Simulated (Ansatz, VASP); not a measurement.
Given: the input of a run of Ansatz 0.2.0 on SnTe.

input.yaml

```yaml
crystal:
  lattice:
    - [3.9047, 0.0, 0.0]
    - [0.0, 3.9047, 0.0]
    - [0.0, 0.0, 3.9047]
  atoms:
    - { symbol: Te, position: [0.5, 0.5, 0.5] }
    - { symbol: Sn, position: [0.0, 0.0, 0.0] }
hamiltonian:
  xc: revpbe
  pseudopotentials: { kind: paw }
  dispersion: d4
kpoints:
  mp_grid: { grid: [7, 7, 7] }
scf:
  occupations: { method: fermi_dirac, width: 0.05 }
output:
  forces: true
  stress: true
  eigenvalues: true
relax:
  f_tol: 0.01
  max_steps: 40
  cell: { stress_tol: 0.05 }
```

Potentials or basis: Ansatz PAW.

The run is started by

```sh
$ ansatz run input.yaml --threads 2 --pin off --max-ram 5632MiB --backend cpu --events-out ev --progress --plain --runs-dir out
```

Task: Set up the same calculation for VASP 6.6.1. Potentials there: VASP PAW PBE potentials, release 64 (Te, Sn_d).

Result: As run (the cutoff follows the program's own potentials):

File INCAR:

```
SYSTEM = SnTe
PREC = Accurate
ENCUT = 600
EDIFF = 1E-6
ISMEAR = -1
SIGMA = 0.05
LREAL = .False.
LASPH = .True.
NELM = 100
ALGO = Normal
ISIF = 3
LWAVE = .False.
LCHARG = .False.
GGA = RE
IVDW = 13
IBRION = 2
NSW = 60
EDIFFG = -0.01
```

File KPOINTS:

```
Automatic mesh
0
Gamma
  7 7 7
  0 0 0
```

The input POSCAR:

```
SnTe
1.0
    3.9047000000      0.0000000000      0.0000000000
    0.0000000000      3.9047000000      0.0000000000
    0.0000000000      0.0000000000      3.9047000000
Te Sn
1 1
Direct
    0.5000000000      0.5000000000      0.5000000000
    0.0000000000      0.0000000000      0.0000000000
```

Potentials or basis: VASP PAW PBE potentials, release 64 (Te, Sn_d).

Command:

```console
$ cat potpaw_PBE.64/Te/POTCAR potpaw_PBE.64/Sn_d/POTCAR > POTCAR
$ mpirun -np 1 vasp_std > vasp.out
```

Both were run:

|  | VASP | Ansatz | Ansatz less VASP |
| --- | --- | --- | --- |
| gap on the k mesh at the Fermi level, each at its own relaxed structure (eV) | none | none | - |
| relaxed volume (Å³/atom) | 27.09 | 27.11 | +0.013 |
| relaxed cell length with the largest relative difference (Å) | 3.784 | 3.785 | +0.0006 |

VASP's potentials were made for PBE, not for revPBE. A gap of «none» marks a metal or a gap that the smearing closes. VASP's potentials hold 20 valence electrons a cell and Ansatz's 30, so a difference there can come from the potentials and not from the codes.

Neither program's run includes spin-orbit coupling. Noted on Ansatz's run: the plane-wave basis is chosen anew once the cell has moved, so the energies of steps on either side of that aren't comparable.
